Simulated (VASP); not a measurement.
# Sb in VASP: a series of runs

Sb is run at these levels: PBEsol; tasks: electric field gradients.

Everything below comes from runs of VASP 6.6.1. Logs are shortened: lines on timing, memory, paths and dates and some standing lists are left out, and cuts for length are marked.

### Step 1. The cell of the first run

It takes space group P6_3/mmc (No. 194, hexagonal). The conventional cell has a = 3.369 Å, b = 3.369 Å, c = 5.170 Å, α = 90.00°, β = 90.00°, γ = 120.00°. Sb (site symmetry -6m2) has 12 Sb at 3.24 to 3.37 Å within 4.3 Å.

This isn't the form of Sb at room conditions, which is rhombohedral.

### Step 2. Electric field gradients, PBEsol (zz strain of -3 %)

File INCAR:

```
PREC = Accurate
ENCUT = 520
EDIFF = 1E-8
ISMEAR = -1
SIGMA = 0.05
LREAL = False
LASPH = True
NELM = 100
ALGO = Normal
ISIF = 2
LWAVE = False
LCHARG = False
GGA = PS
LEFG = True
NBANDS = 12
```

File KPOINTS:

```
Automatic mesh
0
Gamma
  12 12 7
```

File POSCAR:

```
Sb
1.0
    3.3690001795      0.0000000000      0.0000000000
   -1.6845000898      2.9176397408      0.0000000000
    0.0000000000      0.0000000000      5.1701000000
Sb
2
Direct
    0.3333333333      0.6666666667      0.2500000000
    0.6666666667      0.3333333333      0.7500000000
```

Potentials or basis: VASP PAW PBE potentials, release 64 (Sb).

On the command line:

```
$ cat potpaw_PBE.64/Sb/POTCAR > POTCAR
$ mpirun -np 1 vasp_std > vasp.out
```

OUTCAR:

```text
PREC = Accurate
   ENCUT = 520
   EDIFF = 1E-8
   ISMEAR = -1
   LREAL = False
   LASPH = True
   NELM = 100
   ISIF = 2
   GGA = PS

 ion  position               nearest neighbor table
   1  0.333  0.667  0.250-   2 3.24   2 3.24   2 3.24   2 3.24   2 3.24   2 3.24
   2  0.667  0.333  0.750-   1 3.24   1 3.24   1 3.24   1 3.24   1 3.24   1 3.24

  LATTYP: Found a hexagonal cell.
 ALAT       =     3.3690001795
 C/A-ratio  =     1.5346095947

  Lattice vectors:

 A1 = (   3.3690001795,   0.0000000000,   0.0000000000)
 A2 = (  -1.6845000898,   2.9176397408,   0.0000000000)
 A3 = (   0.0000000000,   0.0000000000,   5.1701000000)

Analysis of symmetry for initial positions (statically):
=====================================================================
 Subroutine PRICEL returns:
 Original cell was already a primitive cell.

 Routine SETGRP: Setting up the symmetry group for a
 hexagonal supercell.

 Subroutine GETGRP returns: Found 24 space group operations
 (whereof 12 operations were pure point group operations)
 out of a pool of 24 trial point group operations.

The static configuration has the point symmetry D_3d.
 The point group associated with its full space group is D_6h.

Analysis of symmetry for dynamics (positions and initial velocities):
=====================================================================
 Subroutine PRICEL returns:
 Original cell was already a primitive cell.

 Routine SETGRP: Setting up the symmetry group for a
 hexagonal supercell.

 Subroutine GETGRP returns: Found 24 space group operations
 (whereof 12 operations were pure point group operations)
 out of a pool of 24 trial point group operations.

The dynamic configuration has the point symmetry D_3d.
 The point group associated with its full space group is D_6h.

 Subroutine INISYM returns: Found 24 space group operations
 (whereof 12 operations are pure point group operations),
 and found     1 'primitive' translations

----------------------------------------------------------------------------------------

                                     Primitive cell

  volume of cell :      50.8196

  direct lattice vectors                    reciprocal lattice vectors
     3.369000179  0.000000000  0.000000000     0.296823968  0.171371398  0.000000000
    -1.684500090  2.917639741  0.000000000     0.000000000  0.342742795  0.000000000
     0.000000000  0.000000000  5.170100000     0.000000000  0.000000000  0.193419856

  length of vectors
     3.369000179  3.369000180  5.170100000     0.342742795  0.342742795  0.193419856

  position of ions in fractional coordinates (direct lattice)
     0.333333333  0.666666667  0.250000000
     0.666666667  0.333333333  0.750000000

  ion indices of the primitive-cell ions
   primitive index   ion index
                 1           1
                 2           2

----------------------------------------------------------------------------------------

 KPOINTS: Automatic mesh

Automatic generation of k-mesh.
 Grid dimensions read from file:
 generate k-points for:   12   12    7

 Generating k-lattice:

  Cartesian coordinates                     Fractional coordinates (reciprocal lattice)
     0.024735331  0.014280950  0.000000000     0.083333333  0.000000000  0.000000000
     0.000000000  0.028561900  0.000000000     0.000000000  0.083333333  0.000000000
     0.000000000  0.000000000  0.027631408     0.000000000  0.000000000  0.142857143

  Length of vectors
     0.028561900  0.028561900  0.027631408

  Shift w.r.t. Gamma in fractional coordinates (k-lattice)
     0.000000000  0.000000000  0.000000000

 Subroutine IBZKPT returns following result:
[... 37 lines left out ...]
   NGX,Y,Z   is equivalent  to a cutoff of  13.82, 13.82, 12.86 a.u.
   NGXF,Y,Z  is equivalent  to a cutoff of  27.63, 27.63, 25.72 a.u.
 SYSTEM =  unknown system
   PREC   = accura    normal or accurate (medium, high low for compatibility)
   ISTART =      0    job   : 0-new  1-cont  2-samecut
   ICHARG =      2    charge: 1-file 2-atom 10-const
   ISPIN  =      1    spin polarized calculation?
   LNONCOLLINEAR =      F non collinear calculations
   LSORBIT =      F    spin-orbit coupling
   LASPH  =      T    aspherical Exc in radial PAW
   ENCUT  =  520.0 eV  38.22 Ry    6.18 a.u.   6.26  6.26  9.61*2*pi/ulx,y,z
   NELM   =    100;   NELMIN=  2; NELMDL= -5     # of ELM steps
   EDIFF  = 0.1E-07   stopping-criterion for ELM
   LREAL  =      F    real-space projection
   EDIFFG = 0.1E-06   stopping-criterion for IOM
   NSW    =      0    number of steps for IOM
   IBRION =     -1    ionic relax: 0-MD 1-quasi-New 2-CG
   NFREE  =      0    steps in history (QN), initial steepest desc. (CG)
   ISIF   =      2    stress and relaxation
   ISYM   =      2    0-nonsym 1-usesym 2-fastsym
   POTIM  = 0.5000    time-step for ionic-motion
   TEBEG  =    0.0;   TEEND  =   0.0 temperature during run
   PSTRESS=    0.0 pullay stress
   NELECT =      10.0000    total number of electrons
   NUPDOWN=      -1.0000    fix difference up-down
   EMIN   =  10.00;   EMAX   =-10.00  energy-range for DOS
   EFERMI =   0.00;   METHOD = LEGACY
   ISMEAR =    -1;   SIGMA  =   0.05  broadening in eV -4-tet -1-fermi 0-gaus
   EFERMI_NEDOS =   21; number of points for ismear=-14 and -15
   IALGO  =     38    algorithm
   IMIX   =      4    mixing-type and parameters
     AMIX     =   0.40;   BMIX     =  1.00
     AMIX_MAG =   1.60;   BMIX_MAG =  1.00
  volume/ion in A,a.u.               =      25.41       171.47
  Fermi-wavevector in a.u.,A,eV,Ry     =   0.952206  1.799409 12.336354  0.906696
  Thomas-Fermi vector in A             =   2.080747
   LORBIT       =      0    0 simple, 1 ext, 2 COOP (PROOUT), +10 PAW based schemes
   GGA     = PS    functional components
   LHFCALC =     F    Hartree Fock is set to
   AEXX    =    0.0000 exact exchange contribution
   IVDW    =     0    specifies the selected vdW correction
   LEPSILON=     F    determine dielectric tensor
   LRPA    =     F    only Hartree local field effects (RPA)
 non-spin polarized calculation
  energy-cutoff  :      520.00
  volume of cell :       50.82
 maximum number of plane-waves:      1399
 NGX is ok and might be reduce to    28
   NGX = 13   NGY = 13   NGZ = 19

 number of electron      10.0000000 magnetization

 number of electron       9.9999999 magnetization

 Free energy of the ion-electron system (eV)
  ---------------------------------------------------
  ext. energy  EPLUGINS =         0.00000000
  ---------------------------------------------------
  free energy    TOTEN  =        -8.67512655 eV

  energy without entropy =       -8.66527867  energy(sigma->0) =       -8.67020261

 E-fermi :   9.1192     XC(G=0): -10.5823

 val. band max:        9.0737852847   @ k =   0.2500   0.0000   0.2857
 cond. band min:       9.1503815916   @ k =   0.5000   0.0000   0.1429
 fundamental gap:      0.0765963069
 Fermi energy:         9.1192287658

 k-point     1 :       0.0000    0.0000    0.0000
  band No.  band energies     occupation
      1      -4.2687      2.00000
      2       0.4751      2.00000
      3       3.0751      2.00000
      4      12.2650      0.00000
      5      12.2650      0.00000
      6      14.2500      0.00000
      7      14.2500      0.00000
      8      15.8755      0.00000
      9      16.3128      0.00000
     10      17.8146      0.00000
     11      19.0928      0.00000
     12      19.0928      0.00000
[... 331 lines left out ...]
 k-point    24 :       0.3333    0.0000    0.1429
  band No.  band energies     occupation
      1      -2.2311      2.00000
      2       1.2529      2.00000
      3       4.7142      2.00000
      4       6.3586      2.00000
      5       8.2409      2.00000
      6       9.6639      0.00004
      7      11.7957      0.00000
      8      13.1854      0.00000
      9      13.9554      0.00000
     10      16.4693      0.00000
     11      18.7069      0.00000
     12      19.0302      0.00000

 [... further k-points ...]

------------------------ aborting loop because EDIFF is reached ----------------------------------------

  FORCE on cell =-STRESS in cart. coord.  units (eV):
  Direction    XX          YY          ZZ          XY          YZ          ZX
  --------------------------------------------------------------------------------------
  -------------------------------------------------------------------------------------
  Total        0.5978994      0.5978994      0.8379583     -0.0000000      0.0000000      0.0000000
  in kB       18.8498132     18.8498132     26.4180859     -0.0000000      0.0000000      0.0000000
  external PRESSURE =      21.3725707 kB  Pullay stress =       0.0000000 kB

 VOLUME and BASIS-vectors are now :
 -----------------------------------------------------------------------------
  energy-cutoff  :      520.00
  volume of cell :       50.82
      direct lattice vectors                 reciprocal lattice vectors
     3.369000179  0.000000000  0.000000000     0.296823968  0.171371398  0.000000000
    -1.684500090  2.917639741  0.000000000     0.000000000  0.342742795  0.000000000
     0.000000000  0.000000000  5.170100000     0.000000000  0.000000000  0.193419856

 POSITION                                       TOTAL-FORCE (eV/Angst)
 -----------------------------------------------------------------------------------
     -0.00000      1.94509      1.29252         0.000000     -0.000000      0.000000
      1.68450      0.97255      3.87757        -0.000000      0.000000      0.000000
 -----------------------------------------------------------------------------------
    total drift:                               -0.000000      0.000000      0.000000

  FREE ENERGIE OF THE ION-ELECTRON SYSTEM (eV)
  ---------------------------------------------------
  free  energy   TOTEN  =        -8.6751265468 eV

  energy  without entropy=       -8.6652786655  energy(sigma->0) =       -8.67020261

 Electric field gradients (V/A^2)
---------------------------------------------------------------------
 ion       V_xx      V_yy      V_zz      V_xy      V_xz      V_yz
---------------------------------------------------------------------
   1      -8.688    -8.688    17.376     0.000     0.000    -0.000
   2      -8.688    -8.688    17.376     0.000    -0.000     0.000
---------------------------------------------------------------------

 Electric field gradients after diagonalization (V/A^2)
 (convention: |V_zz| > |V_xx| > |V_yy|)
----------------------------------------------------------------------
 ion       V_xx      V_yy      V_zz     asymmetry (V_yy - V_xx)/ V_zz
----------------------------------------------------------------------
   1      -8.688    -8.688    17.376       0.000
   2      -8.688    -8.688    17.376       0.000
----------------------------------------------------------------------

           NMR quadrupolar parameters

 Cq : quadrupolar parameter    Cq=e*Q*V_zz/h
 eta: asymmetry parameters     (V_yy - V_xx)/ V_zz
 Q  : nuclear electric quadrupole moment in mb (millibarn)
----------------------------------------------------------------------
 ion       Cq(MHz)       eta       Q (mb)
----------------------------------------------------------------------
   1       0.042       0.000       1.000
   2       0.042       0.000       1.000
----------------------------------------------------------------------
```

It took 66 s on 1 thread of Intel Xeon 8259CL, shared host; peak memory 0.2 GiB.

Results:

```
Free energy                             : -8.6751 eV
Pressure                                : 2.1 GPa
Band gap on the k mesh                  : zero (bands 5 and 6 overlap by 6.91 eV)
Largest electric field gradient by atom : Sb +17.4 V/Å²
```

Stress tensor (GPa, compression positive):
```
1.88 0.00 0.00
0.00 1.88 0.00
0.00 0.00 2.64
```

Electric field gradients, principal values (V/Å²):
| atom | least | middle | greatest (by size) |
| --- | --- | --- | --- |
| 1 Sb | -8.688 | -8.688 | 17.376 |
| 2 Sb | -8.688 | -8.688 | 17.376 |

Caveat: the cell differs from its parent crystal (zz strain of -3 %); without QUAD_EFG the Cq values of the log hold for a quadrupole moment of 1 mb, not for the nuclei; the PAW data sets were made with another functional, which shifts forces and pressure a little; spin-orbit coupling is left out, which moves the levels of the heavy elements.

### Step 3. Electric field gradients, PBEsol (25.93 Å³/atom)

This run uses another cell than the first one, of 25.93 Å³/atom.

File INCAR:

```
SYSTEM = Sb
ALGO = Normal
EDIFF = 1E-8
ENCUT = 520
GGA = PS
ISIF = 2
ISMEAR = -1
LASPH = .True.
LCHARG = .False.
LEFG = .True.
LREAL = .False.
LWAVE = .False.
NBANDS = 12
NELM = 100
PREC = Accurate
SIGMA = 0.05
```

File KPOINTS:

```
k-points
0
Gamma
  12 12 7
  0 0 0
```

File POSCAR:

```
Sb
1.0
    3.3577325362      0.0000000000      0.0000000000
   -1.6788662682      2.9078816755      0.0000000000
    0.0000000000      0.0000000000      5.3121737799
Sb
2
Direct
    0.3333333333      0.6666666667      0.2500000000
    0.6666666667      0.3333333333      0.7500000000
```

Potentials or basis: VASP PAW PBE potentials, release 64 (Sb).

On the command line:

```
$ cat potpaw_PBE.64/Sb/POTCAR > POTCAR
$ mpirun -np 1 vasp_std > vasp.out
```

OUTCAR:

```text
SYSTEM = Sb
   EDIFF = 1E-8
   ENCUT = 520
   GGA = PS
   ISIF = 2
   ISMEAR = -1
   LASPH = .True.
   LREAL = .False.
   NELM = 100
   PREC = Accurate

 ion  position               nearest neighbor table
   1  0.333  0.667  0.250-   2 3.29   2 3.29   2 3.29   2 3.29   2 3.29   2 3.29
   2  0.667  0.333  0.750-   1 3.29   1 3.29   1 3.29   1 3.29   1 3.29   1 3.29

  LATTYP: Found a hexagonal cell.
 ALAT       =     3.3577325362
 C/A-ratio  =     1.5820717471

  Lattice vectors:

 A1 = (   3.3577325362,   0.0000000000,   0.0000000000)
 A2 = (  -1.6788662682,   2.9078816755,   0.0000000000)
[... 575 lines left out ...]
  free  energy   TOTEN  =        -8.6805767561 eV

  energy  without entropy=       -8.6700119777  energy(sigma->0) =       -8.67529437

 Electric field gradients (V/A^2)
---------------------------------------------------------------------
 ion       V_xx      V_yy      V_zz      V_xy      V_xz      V_yz
---------------------------------------------------------------------
   1     -10.192   -10.192    20.384    -0.000     0.000    -0.000
   2     -10.192   -10.192    20.384    -0.000    -0.000     0.000
---------------------------------------------------------------------

 Electric field gradients after diagonalization (V/A^2)
 (convention: |V_zz| > |V_xx| > |V_yy|)
----------------------------------------------------------------------
 ion       V_xx      V_yy      V_zz     asymmetry (V_yy - V_xx)/ V_zz
----------------------------------------------------------------------
   1     -10.192   -10.192    20.384       0.000
   2     -10.192   -10.192    20.384       0.000
----------------------------------------------------------------------

           NMR quadrupolar parameters

 Cq : quadrupolar parameter    Cq=e*Q*V_zz/h
 eta: asymmetry parameters     (V_yy - V_xx)/ V_zz
 Q  : nuclear electric quadrupole moment in mb (millibarn)
----------------------------------------------------------------------
 ion       Cq(MHz)       eta       Q (mb)
----------------------------------------------------------------------
   1       0.049       0.000       1.000
   2       0.049       0.000       1.000
----------------------------------------------------------------------
```

stdout:

```text
POSCAR found type information on POSCAR Sb
 POSCAR found :  1 types and       2 ions
 scaLAPACK will be used
 -----------------------------------------------------------------------------
|                                                                             |
|                                                                             |
|     You enforced a specific xc type in the INCAR file but a different       |
|     I HOPE YOU KNOW WHAT YOU ARE DOING!                                     |
|                                                                             |
 -----------------------------------------------------------------------------

 LDA part: xc-table for (Slater+PW92), standard interpolation
 POSCAR, INCAR and KPOINTS ok, starting setup
 FFT: planning ... GRIDC
 FFT: planning ... GRID_SOFT
 FFT: planning ... GRID
 WAVECAR not read
 entering main loop
ion   1

ion   2
```

Run time: 67 s. Hardware: 1 thread of Intel Xeon 8259CL, shared host; peak memory 0.2 GiB.

Results:

```
Free energy                             : -8.6806 eV
Pressure                                : 0.5 GPa
Band gap on the k mesh                  : zero (bands 5 and 6 overlap by 7.07 eV)
Largest electric field gradient by atom : Sb +20.4 V/Å²
```

Electric field gradients, principal values (V/Å²):
| atom | least | middle | greatest (by size) |
| --- | --- | --- | --- |
| 1 Sb | -10.192 | -10.192 | 20.384 |
| 2 Sb | -10.192 | -10.192 | 20.384 |

Caveat: without QUAD_EFG the Cq values of the log hold for a quadrupole moment of 1 mb, not for the nuclei; the PAW data sets were made with another functional, which shifts forces and pressure a little; spin-orbit coupling is left out, which moves the levels of the heavy elements.

(Continued in part 2 of 2.)

The gap in the log of VASP goes by the Fermi energy; the results here count the filled bands.